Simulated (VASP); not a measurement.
Wanted: the native input for a VASP 6.6.1 run.

- Task: single point
- Functional: PBEsol
- Potentials or basis: VASP PAW PBE potentials, release 64 (Na_pv, H)
- Cutoff: 520 eV
- k mesh: 8 × 8 × 8
- Occupations: fermi-dirac, width 0.02 eV
- Spin: no spin polarisation
- Dipole correction: no
- Further INCAR settings: ALGO = Normal; EDIFF = 1e-06; NBANDS = 11

The structure of NaH lies in POSCAR:

```
NaH
1.0
    2.9379982378      0.0000000000      0.0000000000
    0.0000000000      2.9379982378      0.0000000000
    0.0000000000      0.0000000000      2.9379982378
Na H
1 1
Direct
    0.0000000000      0.0000000000      0.0000000000
    0.5000000000      0.5000000000      0.5000000000
```

The input as run:

INCAR

```
PREC     = Accurate       # precision mode
ENCUT    = 520            # plane-wave cutoff, eV
EDIFF    = 1E-6           # SCF threshold, eV
ISMEAR   = -1             # smearing method
SIGMA    = 0.02           # smearing width, eV
LREAL    = F              # projectors in reciprocal space
LASPH    = T              # aspherical terms in the spheres
NELM     = 80             # most SCF steps
ALGO     = Normal         # electronic algorithm
ISIF     = 2              # what is computed and relaxed
LWAVE    = F              # write WAVECAR
LCHARG   = F              # write CHGCAR
GGA      = PS             # functional
NBANDS   = 11             # bands
```

KPOINTS

```
Automatic mesh
0
Gamma
  8 8 8
```

Potentials or basis: VASP PAW PBE potentials, release 64 (Na_pv, H).

Launch:

```bash
$ cat potpaw_PBE.64/Na_pv/POTCAR potpaw_PBE.64/H/POTCAR > POTCAR
$ mpirun -np 1 vasp_std > vasp.out
```

Results of the run:

| Item | Value |
| --- | --- |
| Pressure | 0.0 GPa |
| Band gap on the k mesh | 0.80 eV, indirect (least direct gap 4.36 eV) |

Caveat: the PAW data sets were made with another functional, which shifts forces and pressure a little.

It took 4.4 s on 1 thread of Intel(R) Xeon(R) Platinum 8259CL CPU @ 2.50GHz (Skylake/Cascade Lake), with other jobs on the host, peak memory 0.13 GiB.
